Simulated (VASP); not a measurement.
Here is a VASP 6.6.1 calculation.

File INCAR:

```
SYSTEM = MgBe2SO2
PREC     = Accurate       ! precision mode
ENCUT    = 600            ! plane-wave cutoff, eV
EDIFF    = 1E-6           ! SCF threshold, eV
ISMEAR   = 0              ! smearing method
SIGMA    = 0.1            ! smearing width, eV
LREAL    = .FALSE.        ! projectors in reciprocal space
LASPH    = .TRUE.         ! aspherical terms in the spheres
NELM     = 150            ! most SCF steps
ALGO     = Normal         ! electronic algorithm
ISIF     = 3              ! what is computed and relaxed
LWAVE    = .FALSE.        ! write WAVECAR
LCHARG   = .FALSE.        ! write CHGCAR
ISPIN    = 2              ! spin polarisation
MAGMOM   = 0 0 0 0 1 1    ! initial moments
LORBIT   = 11             ! projections on sites
GGA      = PE             ! functional
IBRION   = 2              ! ionic algorithm
NSW      = 90             ! ionic steps
EDIFFG   = -0.04          ! ionic threshold
```

Contents of KPOINTS:

```
regular mesh
0
G
  6 6 4
  0 0 0
```

The input POSCAR:

```
MgBe2SO2
1.0
    3.3070196300      0.0000000000      0.0000000000
    0.0000000000      3.3070196300      0.0000000000
    0.0000000000      0.0000000000      5.6542690600
Mg Be S O
1 2 1 2
Direct
    0.0000000000      0.0000000000      0.1747010100
    0.5000000000      0.0000000000      0.9940500300
    0.0000000000      0.5000000000      0.9940500300
    0.5000000000      0.5000000000      0.8326429700
    0.0000000000      0.0000000000      0.6321269900
    0.5000000000      0.5000000000      0.3710280100
```

Potentials or basis: VASP PAW PBE potentials, release 64 (Mg, Be, S, O).

Run with:

```sh
$ cat potpaw_PBE.64/Mg/POTCAR potpaw_PBE.64/Be/POTCAR potpaw_PBE.64/S/POTCAR potpaw_PBE.64/O/POTCAR > POTCAR
$ mpirun -np 1 vasp_std > vasp.out
```

(1) What does it give for the relaxed volume?

(2) Estimate the relaxed cell.

(3) What does it give for the net moment?

Results:

(1) 11.80 Å³/atom.

(2) a = 3.116 Å, b = 3.116 Å, c = 7.290 Å, α = 90.00°, β = 90.00°, γ = 90.00°.

(3) -0.78 μB per cell.

Caveat: a cell axis changed by over 15 % at a fixed basis, so the end point is rough.
